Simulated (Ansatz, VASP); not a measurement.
## BaTiO3 in VASP and in Ansatz

```xyz
5
Lattice="4.0119 0.0000 0.0000 0.0000 2.8557 2.8640 0.0000 -2.8557 2.8640" Properties=species:S:1:pos:R:3 pbc="T T T"
Ba    0.0000    0.0000    0.0000
Ti    2.0059    0.0000    2.9350
O     2.0059    1.3896    4.2876
O     2.0059   -1.3896    4.2876
O     0.0000    0.0000    2.7918
```

Alike in both runs: task single point; functional PBE; k mesh 7 × 7 × 7; occupations fermi-dirac, width 0.05 eV; no spin polarisation.

|  | VASP | Ansatz |
| --- | --- | --- |
| version | VASP 6.6.1 | Ansatz 0.2.0 |
| potentials or method | VASP PAW PBE potentials, release 64 (Ba_sv, Ti_sv, O) | Ansatz PAW soft_1 |
| plane-wave cutoff (eV) | 520 | 420 |
| valence electrons in the cell | 40 | 40 |

Ansatz gave:

| Item | Value |
| --- | --- |
| gap on the k mesh at the Fermi level (eV) | 1.94 |
| least direct gap on the mesh (eV) | 2.06 |
| pressure (GPa) | -0.9 |
| traceless stress, the component that is largest in VASP (GPa) | -0.36 |
| rms of the force components (eV/Å) | 0.156 |

**Question.** Which values does VASP return?

**Answer.** gap on the k mesh at the Fermi level (eV): 1.88; least direct gap on the mesh (eV): 2.03; pressure (GPa): 0.7; traceless stress, the component that is largest in VASP (GPa): -0.36; rms of the force components (eV/Å): 0.148.

Atom by atom the forces differ by 0.015 eV/Å (rms over components).

Neither program's run includes spin-orbit coupling. Noted on Ansatz's run: odd divisions of the mesh miss points on the zone boundary, where band edges often lie, so the gap on the mesh can be too wide.
